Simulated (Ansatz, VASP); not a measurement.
## One calculation of Cs3Re, two programs

Contents of INCAR:

```
ALGO     = Fast           # electronic algorithm
EDIFF    = 1E-7           # SCF threshold, eV
ENCUT    = 520            # plane-wave cutoff, eV
GGA      = PS             # functional
ISIF     = 2              # what is computed and relaxed
ISMEAR   = 0              # smearing method
LASPH    = True           # aspherical terms in the spheres
LCHARG   = False          # write CHGCAR
LREAL    = False          # projectors in reciprocal space
LWAVE    = False          # write WAVECAR
NBANDS   = 25             # bands
NELM     = 100            # most SCF steps
PREC     = Accurate       # precision mode
SIGMA    = 0.1            # smearing width, eV
```

Contents of KPOINTS:

```
k-points
0
Gamma
  8 8 8
```

Contents of POSCAR:

```
Cs3Re
1.0
    5.8797067202      0.0000000000      0.0000000000
    0.0000000000      5.8797067202      0.0000000000
    0.0000000000      0.0000000000      5.8797067202
Cs Re
3 1
Direct
    0.0000000000      0.0000000000      0.5000000000
    0.0000000000      0.5000000000      0.0000000000
    0.5000000000      0.0000000000      0.0000000000
    0.5000000000      0.5000000000      0.5000000000
```

Input for Ansatz:

```yaml
crystal:
  lattice:
    - [5.8797067202, 0.0, 0.0]
    - [0.0, 5.8797067202, 0.0]
    - [0.0, 0.0, 5.8797067202]
  atoms:
    - { symbol: Cs, position: [0.0, 0.0, 0.5] }
    - { symbol: Cs, position: [0.0, 0.5, 0.0] }
    - { symbol: Cs, position: [0.5, 0.0, 0.0] }
    - { symbol: Re, position: [0.5, 0.5, 0.5] }
basis:
  ecutwfc: 420
kpoints:
  mp_grid: { grid: [8, 8, 8] }
hamiltonian:
  xc: pbesol
scf:
  occupations: { method: gaussian, width: 0.1 }
output:
  forces: true
  stress: true
  eigenvalues: true
```

Alike in both runs: task single point; functional PBEsol; k mesh 8 × 8 × 8; occupations gaussian, width 0.1 eV; no spin polarisation.

|  | VASP | Ansatz |
| --- | --- | --- |
| version | VASP 6.6.1 | Ansatz 0.2.0 |
| potentials or method | VASP PAW PBE potentials, release 64 (Cs_sv, Re), cutoff 520 eV | scalar-relativistic, plane waves, PAW |
| valence electrons in the cell | 34 | 42 |

VASP gave:

```
gap on the k mesh at the Fermi level (eV) : none
pressure (GPa)                            : -1.7
```

Problem. What did Ansatz give for the same quantities?

Solution. gap on the k mesh at the Fermi level (eV): none; pressure (GPa): -1.8.

VASP's potentials were made for PBE, not for PBEsol. A gap of «none» marks a metal or a gap that the smearing closes. With one functional, cell and mesh, what is left measures potentials, basis and numerics. VASP's potentials hold 34 valence electrons a cell and Ansatz's 42, so a difference there can come from the potentials and not from the codes.

Neither program's run includes spin-orbit coupling.
